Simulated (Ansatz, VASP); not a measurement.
# Two plane-wave programs on Yb2I

```
Yb I
1.0
     6.04729    0.00000    0.00000
    -3.02364    5.23711    0.00000
     0.00000    0.00000    3.76957
Yb I
2 1
Direct
  0.66667 0.33333 0.50000
  0.33333 0.66667 0.50000
  0.00000 0.00000 0.00000
```

Change from the starting cell: species swapped into the DyMg2 type (P6/mmm, No. 191).

Alike in both runs: functional PBE; k mesh 9 × 9 × 12; occupations gaussian, width 0.1 eV; no spin polarisation.

Ansatz relaxed the structure, and its values are those at the end. VASP's run is a single point on that final structure, the one shown.

|  | VASP | Ansatz |
| --- | --- | --- |
| version | VASP 6.6.1 | Ansatz 0.2.0 |
| potentials or method | VASP PAW PBE potentials, release 64 (Yb, I), cutoff 520 eV | scalar-relativistic, plane waves, PAW |
| valence electrons in the cell | 55 | 65 |

Ansatz gave:

| Quantity | Value |
| --- | --- |
| gap on the k mesh at the Fermi level (eV) | none |
| pressure (GPa) | 0.0 |

Task: Estimate VASP's values.

Result: gap on the k mesh at the Fermi level (eV): none; pressure (GPa): -0.4.

A gap of «none» marks a metal or a gap that the smearing closes. With one functional, cell and mesh, what is left measures potentials, basis and numerics. VASP's potentials hold 55 valence electrons a cell and Ansatz's 65, so a difference there can come from the potentials and not from the codes.

Spin-orbit coupling is off throughout.
